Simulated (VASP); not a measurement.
A run of VASP 6.6.1:

INCAR

```
  ALGO = Normal
  EDIFF = 1E-6
  EDIFFG = -0.04
  ENCUT = 600
  GGA = PE
  IBRION = 2
  ISIF = 3
  ISMEAR = 0
  LASPH = T
  LCHARG = F
  LREAL = F
  LWAVE = F
  NELM = 100
  NSW = 90
  PREC = Accurate
  SIGMA = 0.1
```

KPOINTS

```
k-points
0
Gamma
  4 4 4
```

POSCAR

```
LiS3
1.0
    5.3816391300      0.0000000000      0.0000000000
    0.0000000000      5.3816391300      0.0000000000
    0.0000000000      0.0000000000      5.3816391300
Li S
2 6
Direct
    0.0000000000      0.0000000000      0.0000000000
    0.5000000000      0.5000000000      0.5000000000
    0.2500000000      0.0000000000      0.5000000000
    0.7500000000      0.0000000000      0.5000000000
    0.0000000000      0.5000000000      0.2500000000
    0.0000000000      0.5000000000      0.7500000000
    0.5000000000      0.7500000000      0.0000000000
    0.5000000000      0.2500000000      0.0000000000
```

Potentials or basis: VASP PAW PBE potentials, release 64 (Li_sv, S).

Command:

```sh
$ cat potpaw_PBE.64/Li_sv/POTCAR potpaw_PBE.64/S/POTCAR > POTCAR
$ mpirun -np 1 vasp_std > vasp.out
```

Hardware: 1 thread of Intel Xeon 6975P-C, on a shared host.

Question: Estimate the wall time of this run.

Answer: It took 2.6 min on 1 thread of Intel Xeon 6975P-C, with other jobs on the host, peak memory 0.34 GiB. Counts: scf iterations 34, k points 10, ion steps 4.
